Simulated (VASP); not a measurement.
# C (C2/m) in VASP: single point with LDA

Aim: the single point of C with LDA.

Program: VASP 6.6.1. These are calculated values, not measurements. Logs are shortened: lines on timing, memory, paths and dates and some standing lists are left out, and cuts for length are marked.

## 1. The cell of the first run

Symmetry: C2/m, No. 12, monoclinic system. The conventional cell has a = 2.446 Å, b = 4.233 Å, c = 13.473 Å, α = 90.00°, β = 91.04°, γ = 90.00°. Within 1.9 Å of C (site symmetry 1) lie 3 C at 1.41 Å. C (site symmetry 1) has 3 C at 1.41 Å within 1.9 Å.

## 2. Single point, LDA

INCAR

```
SYSTEM = C
ALGO = Normal ; EDIFF = 1E-7
ENCUT = 520 ; ISIF = 2
ISMEAR = 0 ; LASPH = .TRUE.
LCHARG = .FALSE. ; LREAL = .FALSE.
LWAVE = .FALSE. ; NBANDS = 26
NELM = 60 ; PREC = Accurate
SIGMA = 0.15
```

KPOINTS

```
k-points
0
G
  22 22 4
  0 0 0
```

POSCAR

```
C
1.0
   -1.2227748566      2.1167364796      0.0000000000
   -1.2227748566     -2.1167364796      0.0000000000
   -0.2445549713      0.0000000000     13.4706447952
C
8
Direct
    0.9041982410      0.0708017590      0.1250000000
    0.8541982410      0.0208017590      0.6250000000
    0.3291982410      0.4958017590      0.8750000000
    0.3791982410      0.5458017590      0.3750000000
   -0.0041982410      0.8291982410      0.8750000000
    0.0458017590      0.8791982410      0.3750000000
    0.5708017590      0.4041982410      0.1250000000
    0.5208017590      0.3541982410      0.6250000000
```

Potentials or basis: VASP PAW LDA potentials, release 64 (C).

Launch:

```console
$ cat potpaw_LDA.64/C/POTCAR > POTCAR
$ mpirun -np 1 vasp_std > vasp.out
```

OUTCAR:

```text
SYSTEM = C
   EDIFF = 1E-7
   ENCUT = 520
   ISIF = 2
   ISMEAR = 0
   LASPH = .TRUE.
   LREAL = .FALSE.
   NELM = 60
   PREC = Accurate

 ion  position               nearest neighbor table
   1  0.904  0.071  0.125-   7 1.41   7 1.41   7 1.41
   2  0.854  0.021  0.625-   8 1.41   8 1.41   8 1.41
   3  0.329  0.496  0.875-   5 1.41   5 1.41   5 1.41
   4  0.379  0.546  0.375-   6 1.41   6 1.41   6 1.41
   5  0.996  0.829  0.875-   3 1.41   3 1.41   3 1.41
   6  0.046  0.879  0.375-   4 1.41   4 1.41   4 1.41
   7  0.571  0.404  0.125-   1 1.41   1 1.41   1 1.41
   8  0.521  0.354  0.625-   2 1.41   2 1.41   2 1.41

  LATTYP: Found a base centered monoclinic cell.
 ALAT       =     2.4455497132
 B/A-ratio  =     1.7310925786
 C/A-ratio  =     5.5091354086
 COS(beta)  =    -0.0181516686

  Lattice vectors:

 A1 = (   1.2227748566,  -2.1167364796,   0.0000000000)
 A2 = (   1.2227748566,   2.1167364796,   0.0000000000)
 A3 = (  -0.2445549713,   0.0000000000,  13.4706447952)

Analysis of symmetry for initial positions (statically):
=====================================================================
 Subroutine PRICEL returns:
 Original cell was already a primitive cell.

 Routine SETGRP: Setting up the symmetry group for a
 base centered monoclinic supercell.

 Subroutine GETGRP returns: Found  4 space group operations
 (whereof  1 operations were pure point group operations)
 out of a pool of  4 trial point group operations.

The static configuration has the point symmetry C_1 .
 The point group associated with its full space group is C_2h.

Analysis of symmetry for dynamics (positions and initial velocities):
=====================================================================
 Subroutine PRICEL returns:
 Original cell was already a primitive cell.

 Routine SETGRP: Setting up the symmetry group for a
 base centered monoclinic supercell.

 Subroutine GETGRP returns: Found  4 space group operations
 (whereof  1 operations were pure point group operations)
 out of a pool of  4 trial point group operations.

The dynamic configuration has the point symmetry C_1 .
 The point group associated with its full space group is C_2h.

 Subroutine INISYM returns: Found  4 space group operations
 (whereof  1 operations are pure point group operations),
 and found     1 'primitive' translations

----------------------------------------------------------------------------------------

[... 110 lines left out ...]
   ISIF   =      2    stress and relaxation
   ISYM   =      2    0-nonsym 1-usesym 2-fastsym
   POTIM  = 0.5000    time-step for ionic-motion
   TEBEG  =    0.0;   TEEND  =   0.0 temperature during run
   PSTRESS=    0.0 pullay stress
   NELECT =      32.0000    total number of electrons
   NUPDOWN=      -1.0000    fix difference up-down
   EMIN   =  10.00;   EMAX   =-10.00  energy-range for DOS
   EFERMI =   0.00;   METHOD = LEGACY
   ISMEAR =     0;   SIGMA  =   0.15  broadening in eV -4-tet -1-fermi 0-gaus
   EFERMI_NEDOS =   21; number of points for ismear=-14 and -15
   IALGO  =     38    algorithm
   IMIX   =      4    mixing-type and parameters
     AMIX     =   0.40;   BMIX     =  1.00
     AMIX_MAG =   1.60;   BMIX_MAG =  1.00
  volume/ion in A,a.u.               =       8.72        58.82
  Fermi-wavevector in a.u.,A,eV,Ry     =   1.262741  2.386234 21.694690  1.594515
  Thomas-Fermi vector in A             =   2.396134
   LORBIT       =      0    0 simple, 1 ext, 2 COOP (PROOUT), +10 PAW based schemes
   GGA     = CA    functional components
   LHFCALC =     F    Hartree Fock is set to
   AEXX    =    0.0000 exact exchange contribution
   IVDW    =     0    specifies the selected vdW correction
   LEPSILON=     F    determine dielectric tensor
   LRPA    =     F    only Hartree local field effects (RPA)
 non-spin polarized calculation
 Gauss-broadening in eV      SIGMA  =   0.15
  energy-cutoff  :      520.00
  volume of cell :       69.73
 maximum number of plane-waves:      1912
   NGX =  9   NGY =  9   NGZ = 51

 number of electron      32.0000000 magnetization

 Free energy of the ion-electron system (eV)
  ---------------------------------------------------
  ext. energy  EPLUGINS =         0.00000000
  ---------------------------------------------------
  free energy    TOTEN  =       -80.88039752 eV

  energy without entropy =      -80.87906037  energy(sigma->0) =      -80.87972894

 E-fermi :   4.6303     XC(G=0): -10.7776

 val. band max:        4.6199139426   @ k =   0.3636   0.3636   0.0000
 cond. band min:       4.6449255602   @ k =   0.3182   0.3182   0.5000
 fundamental gap:      0.0250116177
 Fermi energy:         4.6303052403

 k-point     1 :       0.0000    0.0000    0.0000
  band No.  band energies     occupation
      1     -14.9545      2.00000
      2     -14.8053      2.00000
      3     -14.8053      2.00000
      4     -14.6455      2.00000
      5      -4.0646      2.00000
      6      -3.1625      2.00000
[... 685 lines left out ...]
     25      13.9392      0.00000
     26      15.7792      0.00000

 [... further k-points ...]

------------------------ aborting loop because EDIFF is reached ----------------------------------------

  FORCE on cell =-STRESS in cart. coord.  units (eV):
  Direction    XX          YY          ZZ          XY          YZ          ZX
  --------------------------------------------------------------------------------------
  -------------------------------------------------------------------------------------
  Total        0.5554709      0.5313615     -0.0421685      0.0000000      0.0000000      0.0606405
  in kB       12.7626322     12.2086871     -0.9688738      0.0000000      0.0000000      1.3932896
  external PRESSURE =       8.0008152 kB  Pullay stress =       0.0000000 kB

 VOLUME and BASIS-vectors are now :
 -----------------------------------------------------------------------------
  energy-cutoff  :      520.00
  volume of cell :       69.73
      direct lattice vectors                 reciprocal lattice vectors
    -1.222774857  2.116736480  0.000000000    -0.408906020  0.236212682 -0.007423550
    -1.222774857 -2.116736480  0.000000000    -0.408906020 -0.236212682 -0.007423550
    -0.244554971  0.000000000 13.470644795     0.000000000  0.000000000  0.074235496

 POSITION                                       TOTAL-FORCE (eV/Angst)
 -----------------------------------------------------------------------------------
     -1.22277      1.76408      1.68383         0.007942     -0.005821      0.003441
     -1.22277      1.76408      8.41915        -0.000267     -0.005973      0.000070
     -1.22277     -0.35266     11.78681        -0.007942     -0.005821     -0.003441
     -1.22277     -0.35266      5.05149         0.000267     -0.005973     -0.000070
     -2.44555      0.35266     11.78681        -0.007942      0.005821     -0.003441
     -1.22277     -1.76408      5.05149         0.000267      0.005973     -0.000070
     -1.22277      0.35266      1.68383         0.007942      0.005821      0.003441
     -1.22277      0.35266      8.41915        -0.000267      0.005973      0.000070
 -----------------------------------------------------------------------------------
    total drift:                               -0.000048      0.000000      0.000021

  FREE ENERGIE OF THE ION-ELECTRON SYSTEM (eV)
  ---------------------------------------------------
  free  energy   TOTEN  =       -80.8803975178 eV

  energy  without entropy=      -80.8790603721  energy(sigma->0) =      -80.87972894
```

Wall time 8.6 min (1 thread of Intel Xeon 6975P-C (Granite Rapids), shared host); peak memory 0.62 GiB.

Results:

| Property | Result |
| --- | --- |
| Free energy | -80.8804 eV |
| Pressure | 0.8 GPa |
| Largest force | 0.010 eV/Å |
| Band gap on the k mesh | zero (bands 16 and 17 overlap by 0.09 eV) |

Forces on the atoms (eV/Å):
```
C    0.008 -0.006  0.003
C    0.000 -0.006  0.000
C   -0.008 -0.006 -0.003
C    0.000 -0.006  0.000
C   -0.008  0.006 -0.003
C    0.000  0.006  0.000
C    0.008  0.006  0.003
C    0.000  0.006  0.000
```

Stress tensor (GPa, compression positive):
```
 1.28  0.00  0.14
 0.00  1.22  0.00
 0.14  0.00 -0.10
```
